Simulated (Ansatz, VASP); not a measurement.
# Mg2SO in VASP and in Ansatz

```
O S Mg
1.0
     1.66028    0.95856    5.46560
    -1.66028    0.95856    5.46560
     0.00000   -1.91712    5.46560
O S Mg
1 1 2
Direct
  0.00000 0.00000 0.00000
  0.50000 0.50000 0.50000
  0.26179 0.26179 0.26179
  0.73821 0.73821 0.73821
```

Change from the starting cell: hydrostatic strain -0.6%.

Alike in both runs: task single point; functional PBE; k mesh 10 × 10 × 10; occupations fermi-dirac, width 0.02 eV; no spin polarisation.

|  | VASP | Ansatz |
| --- | --- | --- |
| version | VASP 6.6.1 | Ansatz 0.2.0 |
| potentials or method | VASP PAW PBE potentials, release 64 (O, S, Mg) | plane waves, PAW |
| plane-wave cutoff (eV) | 520 | 420 |
| valence electrons in the cell | 16 | 32 |

```tsv
	VASP	Ansatz	Ansatz less VASP
gap on the k mesh at the Fermi level (eV)	1.00	1.03	+0.029
pressure (GPa)	3.9	4.5	+0.51
traceless stress, the component that is largest in VASP (GPa)	0.24	0.19	-0.047
rms of the force components (eV/Å)	0.004	0.002	-0.0020
```

Atom by atom the forces differ by 0.002 eV/Å (rms over components). VASP's potentials hold 16 valence electrons a cell and Ansatz's 32, so a difference there can come from the potentials and not from the codes.
